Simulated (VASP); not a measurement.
# Tl (Fm-3m) in VASP: further runs

Tl is run at these levels: PBEsol; tasks: single point.

All numbers are computed with VASP 6.6.1; they aren't measurements. Logs are shortened: lines on timing, memory, paths and dates and some standing lists are left out, and cuts for length are marked.

### Step 1. The cell of the first run

It takes space group Fm-3m (No. 225, cubic). The conventional cell has a = 4.524 Å, b = 4.524 Å, c = 4.524 Å, α = 90.00°, β = 90.00°, γ = 90.00°. Within 4.2 Å of Tl (site symmetry m-3m) lie 12 Tl at 3.20 Å.

### Step 2. Single point, PBEsol (Al replaced by Tl, lengths x 1.119, strained)

INCAR

```
PREC = Accurate ; ENCUT = 520
EDIFF = 1E-7 ; ISMEAR = 0
SIGMA = 0.1 ; LREAL = False
LASPH = True ; NELM = 60
ALGO = Normal ; ISIF = 2
LWAVE = False ; LCHARG = False
GGA = PS ; NBANDS = 12
```

KPOINTS

```
Automatic mesh
0
Gamma
  8 8 8
```

POSCAR

```
Tl
1.0
    0.0000000000      2.2619739872      2.2619739872
    2.2619739872      0.0000000000      2.2619739872
    2.2619739872      2.2619739872      0.0000000000
Tl
1
Direct
    0.0000000000      0.0000000000      0.0000000000
```

Potentials or basis: VASP PAW PBE potentials, release 64 (Tl_d).

The run is started by

```
$ cat potpaw_PBE.64/Tl_d/POTCAR > POTCAR
$ mpirun -np 1 vasp_std > vasp.out
```

OUTCAR:

```text
PREC = Accurate
   ENCUT = 520
   EDIFF = 1E-7
   ISMEAR = 0
   LREAL = False
   LASPH = True
   NELM = 60
   ISIF = 2
   GGA = PS

 ion  position               nearest neighbor table
   1  0.000  0.000  0.000-

  LATTYP: Found a face centered cubic cell.
 ALAT       =     4.5239479744

  Lattice vectors:

 A1 = (   0.0000000000,   2.2619739872,   2.2619739872)
 A2 = (   2.2619739872,   0.0000000000,   2.2619739872)
 A3 = (   2.2619739872,   2.2619739872,   0.0000000000)

Analysis of symmetry for initial positions (statically):
=====================================================================
 Subroutine PRICEL returns:
 Original cell was already a primitive cell.

 Routine SETGRP: Setting up the symmetry group for a
 face centered cubic supercell.

 Subroutine GETGRP returns: Found 48 space group operations
 (whereof 48 operations were pure point group operations)
 out of a pool of 48 trial point group operations.

The static configuration has the point symmetry O_h .

Analysis of symmetry for dynamics (positions and initial velocities):
=====================================================================
 Subroutine PRICEL returns:
 Original cell was already a primitive cell.

 Routine SETGRP: Setting up the symmetry group for a
 face centered cubic supercell.

 Subroutine GETGRP returns: Found 48 space group operations
 (whereof 48 operations were pure point group operations)
 out of a pool of 48 trial point group operations.

The dynamic configuration has the point symmetry O_h .

 Subroutine INISYM returns: Found 48 space group operations
 (whereof 48 operations are pure point group operations),
 and found     1 'primitive' translations

----------------------------------------------------------------------------------------

                                     Primitive cell

  volume of cell :      23.1469

  direct lattice vectors                    reciprocal lattice vectors
     0.000000000  2.261973987  2.261973987    -0.221045866  0.221045866  0.221045866
     2.261973987  0.000000000  2.261973987     0.221045866 -0.221045866  0.221045866
     2.261973987  2.261973987  0.000000000     0.221045866  0.221045866 -0.221045866

  length of vectors
     3.198914290  3.198914290  3.198914290     0.382862672  0.382862672  0.382862672

  position of ions in fractional coordinates (direct lattice)
     0.000000000  0.000000000  0.000000000

  ion indices of the primitive-cell ions
   primitive index   ion index
                 1           1

----------------------------------------------------------------------------------------

 KPOINTS: Automatic mesh

Automatic generation of k-mesh.
 Grid dimensions read from file:
 generate k-points for:    8    8    8

 Generating k-lattice:

  Cartesian coordinates                     Fractional coordinates (reciprocal lattice)
    -0.027630733  0.027630733  0.027630733     0.125000000  0.000000000  0.000000000
     0.027630733 -0.027630733  0.027630733     0.000000000  0.125000000  0.000000000
     0.027630733  0.027630733 -0.027630733     0.000000000  0.000000000  0.125000000

  Length of vectors
     0.047857834  0.047857834  0.047857834

  Shift w.r.t. Gamma in fractional coordinates (k-lattice)
     0.000000000  0.000000000  0.000000000

 Subroutine IBZKPT returns following result:
 ===========================================

 Found     29 irreducible k-points:

 Following reciprocal coordinates:
            Coordinates               Weight
  0.000000  0.000000  0.000000      1.000000
  0.125000  0.000000  0.000000      8.000000
  0.250000  0.000000  0.000000      8.000000
  0.375000  0.000000  0.000000      8.000000
  0.500000  0.000000  0.000000      4.000000
  0.125000  0.125000  0.000000      6.000000
[... 16 lines left out ...]
  0.500000  0.250000  0.125000     48.000000
 -0.375000  0.250000  0.125000     24.000000
 [... further k-points ...]
   k-points           NKPTS =     29   k-points in BZ     NKDIM =     29   number of bands    NBANDS=     12
   number of dos      NEDOS =    301   number of ions     NIONS =      1
   total plane-waves  NPLWV =  13824
   dimension x,y,z NGX =    24 NGY =   24 NGZ =   24
   dimension x,y,z NGXF=    48 NGYF=   48 NGZF=   48
   ions per type =               1
   NGX,Y,Z   is equivalent  to a cutoff of  12.47, 12.47, 12.47 a.u.
   NGXF,Y,Z  is equivalent  to a cutoff of  24.95, 24.95, 24.95 a.u.
 SYSTEM =  unknown system
   PREC   = accura    normal or accurate (medium, high low for compatibility)
   ISTART =      0    job   : 0-new  1-cont  2-samecut
   ICHARG =      2    charge: 1-file 2-atom 10-const
   ISPIN  =      1    spin polarized calculation?
   LNONCOLLINEAR =      F non collinear calculations
   LSORBIT =      F    spin-orbit coupling
   LASPH  =      T    aspherical Exc in radial PAW
   ENCUT  =  520.0 eV  38.22 Ry    6.18 a.u.   5.95  5.95  5.95*2*pi/ulx,y,z
   NELM   =     60;   NELMIN=  2; NELMDL= -5     # of ELM steps
   EDIFF  = 0.1E-06   stopping-criterion for ELM
   LREAL  =      F    real-space projection
   EDIFFG = 0.1E-05   stopping-criterion for IOM
   NSW    =      0    number of steps for IOM
   IBRION =     -1    ionic relax: 0-MD 1-quasi-New 2-CG
   NFREE  =      0    steps in history (QN), initial steepest desc. (CG)
   ISIF   =      2    stress and relaxation
   ISYM   =      2    0-nonsym 1-usesym 2-fastsym
   POTIM  = 0.5000    time-step for ionic-motion
   TEBEG  =    0.0;   TEEND  =   0.0 temperature during run
   PSTRESS=    0.0 pullay stress
   NELECT =      13.0000    total number of electrons
   NUPDOWN=      -1.0000    fix difference up-down
   EMIN   =  10.00;   EMAX   =-10.00  energy-range for DOS
   EFERMI =   0.00;   METHOD = LEGACY
   ISMEAR =     0;   SIGMA  =   0.10  broadening in eV -4-tet -1-fermi 0-gaus
   EFERMI_NEDOS =   21; number of points for ismear=-14 and -15
   IALGO  =     38    algorithm
   IMIX   =      4    mixing-type and parameters
     AMIX     =   0.40;   BMIX     =  1.00
     AMIX_MAG =   1.60;   BMIX_MAG =  1.00
  volume/ion in A,a.u.               =      23.15       156.20
  Fermi-wavevector in a.u.,A,eV,Ry     =   1.350698  2.552450 24.822276  1.824386
  Thomas-Fermi vector in A             =   2.478181
   LORBIT       =      0    0 simple, 1 ext, 2 COOP (PROOUT), +10 PAW based schemes
   GGA     = PS    functional components
   LHFCALC =     F    Hartree Fock is set to
   AEXX    =    0.0000 exact exchange contribution
   IVDW    =     0    specifies the selected vdW correction
   LEPSILON=     F    determine dielectric tensor
   LRPA    =     F    only Hartree local field effects (RPA)
 non-spin polarized calculation
 Gauss-broadening in eV      SIGMA  =   0.10
  energy-cutoff  :      520.00
  volume of cell :       23.15
 maximum number of plane-waves:       636
   NGX = 11   NGY = 11   NGZ = 11

 number of electron      13.0000004 magnetization

 Free energy of the ion-electron system (eV)
  ---------------------------------------------------
  ext. energy  EPLUGINS =         0.00000000
  ---------------------------------------------------
  free energy    TOTEN  =        -2.43072143 eV

  energy without entropy =       -2.42280760  energy(sigma->0) =       -2.42676452

 E-fermi :   9.1031     XC(G=0): -11.4660

 val. band max:        8.3866872067   @ k =   0.5000   0.3750   0.0000
 cond. band min:       9.1226618266   @ k =  -0.2500   0.3750   0.1250
 fundamental gap:      0.7359746199
 Fermi energy:         9.1030813642

 k-point     1 :       0.0000    0.0000    0.0000
  band No.  band energies     occupation
      1      -3.0590      2.00000
      2      -3.0590      2.00000
      3      -3.0590      2.00000
      4      -2.8283      2.00000
      5      -2.5853      2.00000
      6      -2.5853      2.00000
      7      20.0057      0.00000
      8      20.9415      0.00000
      9      20.9415      0.00000
     10      20.9415      0.00000
     11      25.6033      0.00000
     12      26.2566      0.00000

 k-point     2 :       0.1250    0.0000    0.0000
  band No.  band energies     occupation
      1      -3.1206      2.00000
      2      -2.9982      2.00000
      3      -2.9982      2.00000
      4      -2.5923      2.00000
      5      -2.5923      2.00000
      6      -2.3883      2.00000
      7      17.4403      0.00000
      8      20.2611      0.00000
      9      20.6796      0.00000
     10      20.6796      0.00000
     11      24.8646      0.00000
     12      25.9673      0.00000

 k-point     3 :       0.2500    0.0000    0.0000
  band No.  band energies     occupation
      1      -3.3004      2.00000
      2      -2.9526      2.00000
      3      -2.9526      2.00000
      4      -2.4969      2.00000
      5      -2.4969      2.00000
      6      -1.0340      2.00000
      7      12.6355      0.00000
      8      19.8907      0.00000
      9      19.8907      0.00000
     10      20.2286      0.00000
     11      23.9003      0.00000
     12      24.9903      0.00000

 k-point     4 :       0.3750    0.0000    0.0000
  band No.  band energies     occupation
      1      -3.4766      2.00000
      2      -3.0117      2.00000
      3      -3.0117      2.00000
      4      -2.2808      2.00000
      5      -2.2808      2.00000
      6       1.1826      2.00000
      7       8.2010      2.00000
      8      18.9534      0.00000
      9      18.9534      0.00000
     10      19.7020      0.00000
     11      23.9545      0.00000
     12      24.4437      0.00000

 k-point     5 :       0.5000    0.0000    0.0000
  band No.  band energies     occupation
      1      -3.5479      2.00000
      2      -3.0468      2.00000
      3      -3.0468      2.00000
      4      -2.1755      2.00000
      5      -2.1755      2.00000
      6       3.6802      2.00000
      7       4.9486      2.00000
      8      18.5444      0.00000
      9      18.5444      0.00000
     10      19.4254      0.00000
     11      24.0851      0.00000
     12      24.3017      0.00000

 k-point     6 :       0.1250    0.1250    0.0000
  band No.  band energies     occupation
      1      -3.1546      2.00000
      2      -2.9332      2.00000
      3      -2.9332      2.00000
      4      -2.7480      2.00000
      5      -2.5307      2.00000
      6      -2.2282      2.00000
      7      19.0841      0.00000
      8      19.0841      0.00000
      9      19.1929      0.00000
     10      19.7781      0.00000
     11      23.1812      0.00000
     12      26.7342      0.00000

 k-point     7 :       0.2500    0.1250    0.0000
  band No.  band energies     occupation
      1      -3.2417      2.00000
      2      -2.8917      2.00000
      3      -2.8355      2.00000
      4      -2.8071      2.00000
      5      -2.4361      2.00000
      6      -1.1844      2.00000
      7      14.4441      0.00000
      8      17.8646      0.00000
      9      18.9338      0.00000
     10      20.4561      0.00000
     11      21.9501      0.00000
     12      26.4601      0.00000

 k-point     8 :       0.3750    0.1250    0.0000
  band No.  band energies     occupation
      1      -3.3616      2.00000
      2      -3.0043      2.00000
      3      -2.8669      2.00000
      4      -2.6072      2.00000
      5      -2.2477      2.00000
      6       0.7385      2.00000
      7       9.8978      0.00000
      8      17.2150      0.00000
      9      17.6387      0.00000
     10      19.2754      0.00000
     11      24.9068      0.00000
     12      25.8820      0.00000
[... 166 lines left out ...]
 k-point    20 :      -0.3750    0.3750    0.0000
  band No.  band energies     occupation
      1      -3.4861      2.00000
      2      -3.1708      2.00000
      3      -2.5096      2.00000
      4      -2.4243      2.00000
      5      -2.2045      2.00000
      6       5.5579      2.00000
      7       7.8720      2.00000
      8       9.3976      0.00003
      9      14.7652      0.00000
     10      18.6074      0.00000
     11      24.2976      0.00000
     12      28.5381      0.00000

 k-point    21 :       0.5000    0.5000    0.0000
  band No.  band energies     occupation
      1      -3.6842      2.00000
      2      -3.5790      2.00000
      3      -2.2023      2.00000
      4      -2.0691      2.00000
      5      -2.0691      2.00000
      6       5.8901      2.00000
      7       6.2900      2.00000
      8      13.3248      0.00000
      9      13.3248      0.00000
     10      17.6142      0.00000
     11      19.1412      0.00000
     12      30.3611      0.00000

 k-point    22 :       0.3750    0.2500    0.1250
  band No.  band energies     occupation
      1      -3.2650      2.00000
      2      -2.9816      2.00000
      3      -2.8598      2.00000
      4      -2.6149      2.00000
      5      -2.3978      2.00000
      6       0.1456      2.00000
      7      12.8198      0.00000
      8      14.2501      0.00000
      9      17.8250      0.00000
     10      21.2423      0.00000
     11      21.7019      0.00000
     12      25.6566      0.00000

 k-point    23 :       0.5000    0.2500    0.1250
  band No.  band energies     occupation
      1      -3.2620      2.00000
      2      -3.0875      2.00000
      3      -2.8062      2.00000
      4      -2.5672      2.00000
      5      -2.2784      2.00000
      6       2.2533      2.00000
      7       9.1464      0.54049
      8      13.3538      0.00000
      9      15.9552      0.00000
     10      20.8512      0.00000
     11      24.0464      0.00000
     12      25.7599      0.00000

 k-point    24 :      -0.3750    0.2500    0.1250
  band No.  band energies     occupation
      1      -3.2593      2.00000
      2      -3.1563      2.00000
      3      -2.7194      2.00000
      4      -2.6023      2.00000
      5      -2.2049      2.00000
      6       4.3034      2.00000
      7       6.4230      2.00000
      8      13.3871      0.00000
      9      15.0755      0.00000
     10      20.5944      0.00000
     11      24.3280      0.00000
     12      28.0647      0.00000

 [... further k-points ...]
[... 5 lines left out ...]
  --------------------------------------------------------------------------------------
  -------------------------------------------------------------------------------------
  Total        1.9471735      1.9471735      1.9471735      0.0000000      0.0000000      0.0000000
  in kB      134.7790619    134.7790619    134.7790619      0.0000000      0.0000000      0.0000000
  external PRESSURE =     134.7790619 kB  Pullay stress =       0.0000000 kB

 VOLUME and BASIS-vectors are now :
 -----------------------------------------------------------------------------
  energy-cutoff  :      520.00
  volume of cell :       23.15
      direct lattice vectors                 reciprocal lattice vectors
     0.000000000  2.261973987  2.261973987    -0.221045866  0.221045866  0.221045866
     2.261973987  0.000000000  2.261973987     0.221045866 -0.221045866  0.221045866
     2.261973987  2.261973987  0.000000000     0.221045866  0.221045866 -0.221045866

 POSITION                                       TOTAL-FORCE (eV/Angst)
 -----------------------------------------------------------------------------------
      0.00000      0.00000      0.00000         0.000000      0.000000      0.000000
 -----------------------------------------------------------------------------------
    total drift:                               -0.000000      0.000000     -0.000000

  FREE ENERGIE OF THE ION-ELECTRON SYSTEM (eV)
  ---------------------------------------------------
  free  energy   TOTEN  =        -2.4307214308 eV

  energy  without entropy=       -2.4228076037  energy(sigma->0) =       -2.42676452
```

Run time: 7.9 s. Hardware: 1 thread of Intel Xeon Platinum 8259CL at 2.50GHz (Skylake/Cascade Lake), shared host; peak memory 0.14 GiB.

Results:

```yaml
Free_energy: -2.4307 eV
Pressure: 13.5 GPa
```

Caveat: the cell differs from its parent crystal (Al replaced by Tl, lengths x 1.119, strained); the PAW data sets were made with another functional, which shifts forces and pressure a little; spin-orbit coupling is left out, which moves the levels of the heavy elements.

### Step 3. Single point, PBEsol (Al replaced by Tl, lengths x 1.119, strained)

INCAR

```
SYSTEM = Tl
ALGO     = Fast           ! electronic algorithm
EDIFF    = 1E-6           ! SCF threshold, eV
ENCUT    = 520            ! plane-wave cutoff, eV
GGA      = PS             ! functional
ISIF     = 2              ! what is computed and relaxed
ISMEAR   = 0              ! smearing method
LASPH    = .TRUE.         ! aspherical terms in the spheres
LCHARG   = .TRUE.         ! write CHGCAR
LELF     = .TRUE.         ! ELF
LREAL    = .FALSE.        ! projectors in reciprocal space
LVHAR    = .TRUE.       
LWAVE    = .FALSE.        ! write WAVECAR
NBANDS   = 12             ! bands
NELM     = 80             ! most SCF steps
PREC     = Accurate       ! precision mode
SIGMA    = 0.1            ! smearing width, eV
```

KPOINTS

```
k-points
0
G
  16 16 16
  0 0 0
```

POSCAR is that of step 2.

Potentials or basis: VASP PAW PBE potentials, release 64 (Tl_d).

The run is started by

```
$ cat potpaw_PBE.64/Tl_d/POTCAR > POTCAR
$ mpirun -np 1 vasp_std > vasp.out
```

It took 24 s on 1 thread of Intel Xeon Platinum 8259CL at 2.50GHz (Skylake/Cascade Lake), shared host; peak memory 0.16 GiB.

It converged, with:

| Property | Result |
| --- | --- |
| Free energy | -2.4481 eV |
| Pressure | 13.1 GPa |

Levels at points of the mesh, in eV from the Fermi level:
| k point | band 3 | band 4 | band 5 | band 6 | band 7 | band 8 | band 9 | band 10 |
| --- | --- | --- | --- | --- | --- | --- | --- | --- |
| (0.00, 0.00, 0.00) | -12.01 | -11.78 | -11.54 | -11.54 | 11.05 | 11.99 | 11.99 | 11.99 |
| (0.50, 0.00, 0.00) | -12.00 | -11.13 | -11.13 | -5.27 | -4.00 | 9.59 | 9.59 | 10.47 |
| (0.50, 0.50, 0.00) | -11.16 | -11.02 | -11.02 | -3.06 | -2.66 | 4.37 | 4.37 | 8.66 |

Caveat: the cell differs from its parent crystal (Al replaced by Tl, lengths x 1.119, strained); the PAW data sets were made with another functional, which shifts forces and pressure a little; spin-orbit coupling is left out, which moves the levels of the heavy elements.
